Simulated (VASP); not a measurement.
Runs of VASP 6.6.1 on Ga. The structure is that of space group Fd-3m (No. 227), or close to it. The cells are those of the table. 

```tsv
task	cell	k mesh for the DOS	occupations for the DOS	gap on the mesh (eV)	pressure (GPa)
single point	a = 3.300 Å, angles 60.0°, 2 atoms	-	-	none	(b)
single point	a = 3.138 Å, angles 60.0°, 2 atoms	-	-	none	221.7
single point	a = 3.827 Å, angles 60.0°, 2 atoms	-	-	none	16.6
single point	a = 3.984 Å, angles 60.0°, 2 atoms	-	-	none	(a)
single point	a = 4.157 Å, angles 60.0°, 2 atoms	-	-	none	0.2
```

Alike in all rows: level PBE; potentials or basis VASP PAW PBE potentials, release 64 (Ga_d); no spin polarisation; k mesh 11 × 11 × 11; cutoff (eV) 520; smearing fermi-dirac 0.05 eV.

Q: Fill in the values left out.

A: (a) 6.4; (b) 127.8.

A k mesh can miss the band edges, and the runs leave out spin-orbit coupling on Ga.

A gap of «none» marks levels without a gap at the run's occupations.
